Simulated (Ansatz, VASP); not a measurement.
# Ni: VASP beside Ansatz

```xyz
1
Lattice="0.0000 1.6972 1.9094 1.6972 0.0000 1.9094 1.6972 1.6972 0.0000" Properties=species:S:1:pos:R:3 pbc="T T T"
Ni    0.0000    0.0000    0.0000
```

Change from the starting cell: strain -0.040 along x and y, +0.080 along z, atoms carried along.

Alike in both runs: task single point; functional PBEsol; k mesh 22 × 22 × 22; occupations gaussian, width 0.15 eV; collinear spin.

|  | VASP | Ansatz |
| --- | --- | --- |
| version | VASP 6.6.1 | Ansatz 0.2.0 |
| potentials or method | VASP PAW PBE potentials, release 64 (Ni), cutoff 520 eV | scalar-relativistic, plane waves, PAW |
| valence electrons in the cell | 10 | 18 |

VASP gave:

- gap on the k mesh at the Fermi level (eV): none
- pressure (GPa): -10.3
- traceless stress, the component that is largest in VASP (GPa): -11.04
- net moment per atom (μB): 0.62
- size of the moment on the site where the two differ most (μB): 0.63

**Question.** Which values does Ansatz return?

**Answer.** gap on the k mesh at the Fermi level (eV): none; pressure (GPa): -10.3; traceless stress, the component that is largest in VASP (GPa): -11.43; net moment per atom (μB): 0.63; size of the moment on the site where the two differ most (μB): 0.66.

VASP's potentials were made for PBE, not for PBEsol. Site moments also hang on the region over which each program counts them. A gap of «none» marks a metal or a gap that the smearing closes. VASP's potentials hold 10 valence electrons a cell and Ansatz's 18, so a difference there can come from the potentials and not from the codes.
